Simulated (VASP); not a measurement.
# Sr: relaxation of volume and atoms at fixed shape with PBEsol

Sr:

```xyz
1
Lattice="0.0000 3.0423 3.0423 3.0423 0.0000 3.0423 3.0423 3.0423 0.0000" Properties=species:S:1:pos:R:3 pbc="T T T"
Sr    0.0000    0.0000    0.0000
```

```json
{
  "Program": "VASP 6.6.1",
  "Task": "relaxation of volume and atoms at fixed shape",
  "Functional": "PBEsol",
  "Potentials or basis": "VASP PAW PBE potentials, release 64 (Sr_sv)",
  "Cutoff": "600 eV",
  "k mesh": "6 × 6 × 6",
  "Occupations": "gaussian, width 0.05 eV",
  "Spin": "no spin polarisation",
  "Dipole correction": "no",
  "Further INCAR settings": "ALGO = Normal; EDIFF = 1e-07; IBRION = 2; EDIFFG = -0.03; NSW = 80; ISIF = 8"
}
```

| Item | Value |
| --- | --- |
| Relaxed volume | 52.36 Å³/atom |
| Relaxed cell | a = 4.199 Å, b = 4.199 Å, c = 4.199 Å, α = 60.00°, β = 60.00°, γ = 60.00° |
| Space group after relaxing (to 0.05 Å) | Fm-3m (No. 225) |
| Energy gained by relaxing | 11.6 meV/atom |
| Ionic steps | 3 |
| Pressure after relaxing | 0.0 GPa |
| Band gap on the k mesh | 0.03 eV, direct |

The path:
```tsv
step	energy change (eV)	largest force (eV/Å)	pressure (GPa)	volume (Å³)
1	0.0000	0.0000	-0.86	56.32
2	-0.0095	0.0000	-0.39	53.90
3	-0.0116	0.0000	-0.03	52.36
```

Final structure:
```cif
data_structure
_symmetry_space_group_name_H-M 'P 1'
_symmetry_Int_Tables_number 1
_cell_length_a 4.1993
_cell_length_b 4.1993
_cell_length_c 4.1993
_cell_angle_alpha 60.000
_cell_angle_beta 60.000
_cell_angle_gamma 60.000
_cell_volume 52.36
loop_
_atom_site_label
_atom_site_type_symbol
_atom_site_fract_x
_atom_site_fract_y
_atom_site_fract_z
_atom_site_occupancy
Sr1 Sr 0.00000 0.00000 0.00000 1
```

Levels at points of the mesh, in eV from the valence-band top:
| k point | band 3 | band 4 | band 5 | band 6 | band 7 | band 8 |
| --- | --- | --- | --- | --- | --- | --- |
| (0.00, 0.00, 0.00) | -18.32 | -18.32 | -3.73 | 2.39 | 2.39 | 2.39 |
| (0.50, 0.00, 0.00) | -18.35 | -18.35 | -1.16 | 0.14 | 2.23 | 2.23 |
| (0.50, 0.50, 0.00) | -18.40 | -18.40 | -0.69 | 0.30 | 1.17 | 5.07 |

It took 22 s on 1 thread of AMD EPYC 9R14 (Zen 4), with other jobs on the host, peak memory 0.17 GiB.

Caveat: the PAW data sets were made with another functional, which shifts forces and pressure a little. A k mesh can miss the band edges.
